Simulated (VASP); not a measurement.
# Be24NO in VASP: notebook, part 2 of 3

VASP 6.6.1.

**3. Single point, PBE, collinear spin, ferromagnetic start**

INCAR

```
PREC = Accurate
ENCUT = 520
EDIFF = 1E-6
ISMEAR = 0
SIGMA = 0.1
LREAL = False
LASPH = True
NELM = 200
ALGO = Normal
ISIF = 2
LWAVE = False
LCHARG = False
ISPIN = 2
MAGMOM = 0 0 0 0 0 0 0 0 0 0 0 0 0 0 0 0 0 0 0 0 0 0 0 0 1 0
LORBIT = 11
LDIPOL = True
IDIPOL = 3
DIPOL = 0.5 0.5 0.293
GGA = PE
NBANDS = 52
GGA_COMPAT = False
NELMDL = -8
KPAR = 4
```

KPOINTS

```
regular mesh
0
Gamma
  6 4 1
```

POSCAR

```
Be24NO
1.0
    4.5254381411      0.0000000000      0.0000000000
    0.0000000000      7.1336190820      0.0000000000
    0.0000000000      0.0000000000     22.3685529248
Be N O
24 1 1
Direct
    0.0000000000      0.3750000000      0.1788224752
    0.0000000000      0.8750000000      0.1788224752
    0.5000000000      0.3750000000      0.1788224752
    0.5000000000      0.8750000000      0.1788224752
    0.2500000000      0.1250000000      0.2080237711
    0.2500000000      0.6250000000      0.2080237711
    0.7500000000      0.1250000000      0.2080237711
    0.7500000000      0.6250000000      0.2080237711
    0.2500000000      0.3750000000      0.2664263628
    0.2500000000      0.8750000000      0.2664263628
    0.7500000000      0.3750000000      0.2664263628
    0.7500000000      0.8750000000      0.2664263628
    0.0000000000      0.1250000000      0.2903069137
    0.0000000000      0.6250000000      0.2903069137
    0.5000000000      0.1250000000      0.2903069137
    0.5000000000      0.6250000000      0.2903069137
    0.0000000000      0.3750000000      0.3546814205
    0.0000000000      0.8750000000      0.3546814205
    0.5000000000      0.3750000000      0.3546814205
    0.5000000000      0.8750000000      0.3546814205
    0.2500000000      0.1250000000      0.3741213369
    0.2500000000      0.6250000000      0.3741213369
    0.7500000000      0.1250000000      0.3741213369
    0.7500000000      0.6250000000      0.3741213369
    0.7500000000      0.4583333333      0.4447562146
    0.8709652247      0.5792985580      0.4711325297
```

Potentials or basis: VASP PAW PBE potentials, release 64 (Be, N, O).

Command:

```
$ cat potpaw_PBE.64/Be/POTCAR potpaw_PBE.64/N/POTCAR potpaw_PBE.64/O/POTCAR > POTCAR
$ mpirun -np 4 vasp_std > vasp.out
```

OUTCAR:

```text
PREC = Accurate
   ENCUT = 520
   EDIFF = 1E-6
   ISMEAR = 0
   LREAL = False
   LASPH = True
   NELM = 200
   ISIF = 2
   ISPIN = 2
   LORBIT = 11
   GGA = PE
   NELMDL = -8

 ion  position               nearest neighbor table
   1  0.000  0.375  0.179-   5 2.21   6 2.21   7 2.21   8 2.21   9 2.26  11 2.26   3 2.26   3 2.26

   2  0.000  0.875  0.179-   5 2.21   6 2.21   7 2.21   8 2.21  10 2.26  12 2.26   4 2.26   4 2.26

   3  0.500  0.375  0.179-   5 2.21   6 2.21   7 2.21   8 2.21   9 2.26  11 2.26   1 2.26   1 2.26
[... 39 lines left out ...]
  23  0.750  0.125  0.374-  17 2.16  18 2.16  19 2.16  20 2.16  13 2.19  15 2.19  21 2.26  21 2.26

  24  0.750  0.625  0.374-  25 1.98  18 2.16  19 2.16  20 2.16  17 2.16  16 2.19  14 2.19  22 2.26
                            22 2.26
  25  0.750  0.458  0.445-  26 1.18  24 1.98
  26  0.871  0.579  0.471-  25 1.18

  LATTYP: Found a simple orthorhombic cell.
 ALAT       =     4.5254381411
 B/A-ratio  =     1.5763377732
 C/A-ratio  =     4.9428480132

  Lattice vectors:

 A1 = (   4.5254381411,   0.0000000000,   0.0000000000)
 A2 = (   0.0000000000,   7.1336190820,   0.0000000000)
 A3 = (   0.0000000000,   0.0000000000,  22.3685529248)
[... 1492 lines left out ...]
  energy-cutoff  :      520.00
  volume of cell :      722.12
      direct lattice vectors                 reciprocal lattice vectors
     4.525438141  0.000000000  0.000000000     0.220973079  0.000000000  0.000000000
     0.000000000  7.133619082  0.000000000     0.000000000  0.140181300  0.000000000
     0.000000000  0.000000000 22.368552925     0.000000000  0.000000000  0.044705619

 POSITION                                       TOTAL-FORCE (eV/Angst)
 -----------------------------------------------------------------------------------
      0.00000      2.67511      4.00000         0.046884      0.018349      0.528058
      0.00000      6.24192      4.00000         0.018008     -0.052540      0.471869
      2.26272      2.67511      4.00000        -0.048585     -0.033977      0.530238
      2.26272      6.24192      4.00000        -0.011121      0.096558      0.558314
      1.13136      0.89170      4.65319         0.001600      0.008126     -0.719535
      1.13136      4.45851      4.65319        -0.016062     -0.073677     -0.793626
[... 18 lines left out ...]
      3.39408      3.26958      9.94855        -1.856305     -1.728384     -1.179504
      3.94150      4.13250     10.53855         1.555282      1.884297      1.716260
 -----------------------------------------------------------------------------------
    total drift:                                0.000422      0.000006      0.000555

  FREE ENERGIE OF THE ION-ELECTRON SYSTEM (eV)
  ---------------------------------------------------
  free  energy   TOTEN  =       -95.3425885073 eV

  energy  without entropy=      -95.3140828456  energy(sigma->0) =      -95.32833568

 vacuum level on the upper side and lower side of the slab         3.352         2.834

 total charge

# of ion       s       p       d       tot
------------------------------------------
    1        0.409   0.607   0.000   1.016
    2        0.413   0.602   0.000   1.015
    3        0.409   0.606   0.000   1.016
    4        0.415   0.600   0.000   1.015
    5        0.422   0.739   0.000   1.160
    6        0.420   0.739   0.000   1.159
[... 18 lines left out ...]
   25        1.348   2.332   0.000   3.679
   26        1.615   3.469   0.000   5.084
--------------------------------------------------
tot         13.055  22.861   0.000  35.916

 magnetization (x)

# of ion       s       p       d       tot
------------------------------------------
    1       -0.000  -0.000   0.000  -0.000
    2       -0.000  -0.000   0.000  -0.000
    3       -0.000  -0.000   0.000  -0.000
    4       -0.000  -0.000   0.000  -0.000
    5        0.000   0.000   0.000   0.000
    6        0.000   0.000   0.000   0.000
[... 18 lines left out ...]
   25        0.000   0.000   0.000   0.000
   26        0.000   0.000   0.000   0.000
--------------------------------------------------
tot         -0.000   0.000   0.000   0.000
```

OSZICAR:

```text
N       E                     dE             d eps       ncg     rms          rms(c)
DAV:   1     0.289753541002E+03    0.28975E+03   -0.19674E+04  2912   0.837E+02
DAV:   2    -0.662240454291E+02   -0.35598E+03   -0.33927E+03  4160   0.183E+02
DAV:   3    -0.102814163289E+03   -0.36590E+02   -0.35470E+02  3720   0.562E+01
DAV:   4    -0.103964770091E+03   -0.11506E+01   -0.11384E+01  3944   0.113E+01
[... 28 lines left out ...]
DAV:  33    -0.953425825306E+02   -0.11443E-04   -0.49935E-07  2600   0.146E-03    0.436E-04
DAV:  34    -0.953425849083E+02   -0.23777E-05   -0.20853E-07  2672   0.978E-04    0.372E-04
DAV:  35    -0.953425867927E+02   -0.18843E-05   -0.74736E-08  2576   0.651E-04    0.344E-04
DAV:  36    -0.953425880613E+02   -0.12686E-05   -0.68003E-08  2372   0.554E-04    0.250E-04
DAV:  37    -0.953425885073E+02   -0.44600E-06   -0.29752E-08  2396   0.388E-04
   1 F= -.95342589E+02 E0= -.95328336E+02  d E =-.285057E-01  mag=    -0.0001
```

Wall time 19 min (4 MPI ranks of Intel Xeon Platinum 8488C (Sapphire Rapids), shared host); peak memory 1.4 GiB.

What came out:

```
Free energy                                           : -95.3426 eV
Largest force                                         : 2.986 eV/Å
Net moment                                            : 0.00 μB per cell
Valence electrons inside the program's atomic spheres : Be 1.02, 1.01, 1.16, 1.18, 1.17, 1.21, 1.22, 1.15, 1.14, 1.12, 1.08; N 3.68; O 5.08
```

Forces on the atoms (eV/Å):
```
Be   0.047  0.018  0.528
Be   0.018 -0.053  0.472
Be  -0.049 -0.034  0.530
Be  -0.011  0.097  0.558
Be   0.002  0.008 -0.720
Be  -0.016 -0.074 -0.794
Be   0.000  0.031 -0.623
Be   0.008 -0.032 -0.721
Be   0.003  0.070  0.088
Be   0.036 -0.045  0.188
Be  -0.019  0.032  0.062
Be  -0.019  0.062  0.080
Be   0.033  0.015  0.059
Be   0.043 -0.062  0.223
Be   0.005 -0.087  0.004
Be  -0.004  0.009 -0.065
Be   0.268 -0.146 -0.114
Be   0.008  0.018 -0.062
Be  -0.200  0.169 -0.097
Be  -0.066  0.012 -0.089
Be  -0.051  0.051  0.073
Be   0.317  0.123 -0.368
Be   0.139 -0.289  0.002
Be  -0.190 -0.048  0.250
N   -1.856 -1.728 -1.180
O    1.555  1.884  1.716
```

Levels at points of the mesh, in eV from the Fermi level:
Spin up:
```tsv
k point	band 28	band 29	band 30	band 31	band 32	band 33
(0.00, 0.00, 0.00)	-0.45	-0.22	-0.10	0.28	0.74	1.02
(0.50, 0.00, 0.00)	0.04	0.54	0.81	0.99	1.44	1.44
(0.00, 0.50, 0.00)	-0.93	-0.88	-0.36	0.01	0.47	0.81
(0.50, 0.50, 0.00)	-0.42	-0.18	0.19	0.42	0.49	0.55
```
Spin down:
| k point | band 27 | band 28 | band 29 | band 30 | band 31 | band 32 | band 33 | band 34 |
| --- | --- | --- | --- | --- | --- | --- | --- | --- |
| (0.00, 0.00, 0.00) | -1.11 | -0.45 | -0.22 | -0.10 | 0.28 | 0.74 | 1.02 | 1.32 |
| (0.50, 0.00, 0.00) | -0.56 | 0.04 | 0.54 | 0.81 | 0.99 | 1.44 | 1.44 | 1.46 |
| (0.00, 0.50, 0.00) | -1.08 | -0.93 | -0.88 | -0.36 | 0.01 | 0.47 | 0.81 | 1.60 |
| (0.50, 0.50, 0.00) | -0.54 | -0.42 | -0.18 | 0.19 | 0.42 | 0.49 | 0.55 | 1.04 |

Caveat: the standard files for N, O and F lose accuracy on very short bonds.

**4. Single point, PBE, collinear spin, ferromagnetic start**

INCAR

```
SYSTEM = Be24NO
ALGO = Normal
DIPOL = 0.5 0.5 0.291
EDIFF = 1E-6
ENCUT = 520
GGA = PE
GGA_COMPAT = .FALSE.
IDIPOL = 3
ISIF = 2
ISMEAR = 0
ISPIN = 2
KPAR = 4
LASPH = .TRUE.
LCHARG = .FALSE.
LDIPOL = .TRUE.
LORBIT = 11
LREAL = .FALSE.
LWAVE = .FALSE.
MAGMOM = 0 0 0 0 0 0 0 0 0 0 0 0 0 0 0 0 0 0 0 0 0 0 0 0 1 0
NBANDS = 52
NELM = 200
NELMDL = -8
PREC = Accurate
SIGMA = 0.1
```

KPOINTS

```
k-points
0
G
  6 4 1
  0 0 0
```

Changes to POSCAR since step 3:

```diff
@@ -32,3 +32,3 @@
     0.7500000000      0.6250000000      0.3741213369
-    0.7500000000      0.4583333333      0.4447562146
-    0.8709652247      0.5792985580      0.4711325297
+    0.7500000000      0.4583333333      0.4134622814
+    0.8487676923      0.5571010257      0.4507640240
```

Potentials or basis: VASP PAW PBE potentials, release 64 (Be, N, O).

Command:

```
$ cat potpaw_PBE.64/Be/POTCAR potpaw_PBE.64/N/POTCAR potpaw_PBE.64/O/POTCAR > POTCAR
$ mpirun -np 4 vasp_std > vasp.out
```

OUTCAR:

```text
SYSTEM = Be24NO
   EDIFF = 1E-6
   ENCUT = 520
   GGA = PE
   ISIF = 2
   ISMEAR = 0
   ISPIN = 2
   LASPH = .TRUE.
   LORBIT = 11
   LREAL = .FALSE.
   NELM = 200
   NELMDL = -8
   PREC = Accurate

 ion  position               nearest neighbor table
   1  0.000  0.375  0.179-   5 2.21   6 2.21   7 2.21   8 2.21   9 2.26  11 2.26   3 2.26   3 2.26

   2  0.000  0.875  0.179-   5 2.21   6 2.21   7 2.21   8 2.21  10 2.26  12 2.26   4 2.26   4 2.26

   3  0.500  0.375  0.179-   5 2.21   6 2.21   7 2.21   8 2.21   9 2.26  11 2.26   1 2.26   1 2.26
[... 39 lines left out ...]
  23  0.750  0.125  0.374-  17 2.16  18 2.16  19 2.16  20 2.16  13 2.19  15 2.19  21 2.26  21 2.26

[... 1518 lines left out ...]
      1.13136      0.89170      4.65319        -0.017188     -0.015847     -0.686323
      1.13136      4.45851      4.65319        -0.052923     -0.050891     -0.744618
[... 18 lines left out ...]
      3.39408      3.26958      9.24855        -4.259296     -9.596431     -5.044743
      3.84105      3.97415     10.08294         3.573371      5.407337      6.871206
 -----------------------------------------------------------------------------------
    total drift:                               -0.000090      0.000704      0.000083

  FREE ENERGIE OF THE ION-ELECTRON SYSTEM (eV)
  ---------------------------------------------------
  free  energy   TOTEN  =       -94.8015964088 eV

  energy  without entropy=      -94.7679761551  energy(sigma->0) =      -94.78478628

 vacuum level on the upper side and lower side of the slab         3.508         2.810

 total charge

# of ion       s       p       d       tot
------------------------------------------
    1        0.410   0.606   0.000   1.016
    2        0.413   0.604   0.000   1.017
    3        0.414   0.603   0.000   1.017
    4        0.415   0.599   0.000   1.014
    5        0.422   0.735   0.000   1.157
    6        0.419   0.736   0.000   1.155
[... 18 lines left out ...]
   25        1.268   2.655   0.000   3.924
   26        1.608   3.524   0.000   5.132
--------------------------------------------------
tot         13.001  23.581   0.000  36.582

 magnetization (x)

# of ion       s       p       d       tot
------------------------------------------
    1        0.000   0.000   0.000   0.000
    2        0.000   0.000   0.000   0.000
    3        0.000   0.000   0.000   0.000
    4        0.000   0.000   0.000   0.000
    5       -0.000  -0.000   0.000  -0.000
    6       -0.000  -0.000   0.000  -0.000
[... 18 lines left out ...]
   25        0.000   0.000   0.000   0.000
   26        0.000   0.000   0.000   0.000
--------------------------------------------------
tot          0.000   0.000   0.000   0.000
```

stdout:

```text
POSCAR found type information on POSCAR BeN O
 POSCAR found :  3 types and      26 ions
 scaLAPACK will be used
 -----------------------------------------------------------------------------
|                                                                             |
|                                                                             |
|     You have a (more or less) 'large supercell' and for larger cells it     |
|     might be more efficient to use real-space projection operators.         |
|     Therefore, try LREAL= Auto in the INCAR file.                           |
|     Mind: For very accurate calculation, you might also keep the            |
|     reciprocal projection scheme (i.e. LREAL=.FALSE.).                      |
|                                                                             |
 -----------------------------------------------------------------------------

 LDA part: xc-table for (Slater+PW92), standard interpolation
 POSCAR, INCAR and KPOINTS ok, starting setup
 FFT: planning ... GRIDC
 FFT: planning ... GRID_SOFT
 FFT: planning ... GRID
 WAVECAR not read
 entering main loop
```

It took 16 min on 4 MPI ranks of Intel Xeon Platinum 8488C (Sapphire Rapids), shared host; peak memory 1.4 GiB.

Results:

```
Free energy                                           : -94.8016 eV
Largest force                                         : 11.648 eV/Å
Net moment                                            : 0.00 μB per cell
Valence electrons inside the program's atomic spheres : Be 1.02, 1.01, 1.16, 1.17, 1.18, 1.21, 1.22, 1.14, 1.13, 1.15, 1.08, 1.06, 1.07, 1.45; N 3.92; O 5.13
```

Forces on the atoms (eV/Å):
```
Be  -0.024  0.000  0.505
Be   0.086 -0.031  0.402
Be   0.053 -0.048  0.523
Be  -0.075  0.120  0.510
Be  -0.017 -0.016 -0.686
Be  -0.053 -0.051 -0.745
Be   0.038  0.079 -0.530
Be   0.050 -0.068 -0.696
Be  -0.066  0.158 -0.111
Be   0.068 -0.020  0.238
Be   0.009  0.032  0.153
Be  -0.064  0.102 -0.075
Be   0.012  0.058  0.088
Be   0.083 -0.036  0.186
Be   0.007 -0.137  0.027
Be   0.087  0.054 -0.097
Be   0.326 -0.071 -0.209
Be   0.120  0.041 -0.002
Be  -0.210  0.438  1.070
Be  -0.236  0.128 -0.108
Be  -0.071 -0.160 -0.050
Be   0.208  0.374 -0.392
Be   0.147 -0.373  0.176
Be   0.207  3.616 -2.004
N   -4.259 -9.596 -5.045
O    3.573  5.407  6.871
```

Caveat: the standard files for N, O and F lose accuracy on very short bonds.

(Continued in part 3 of 3.)
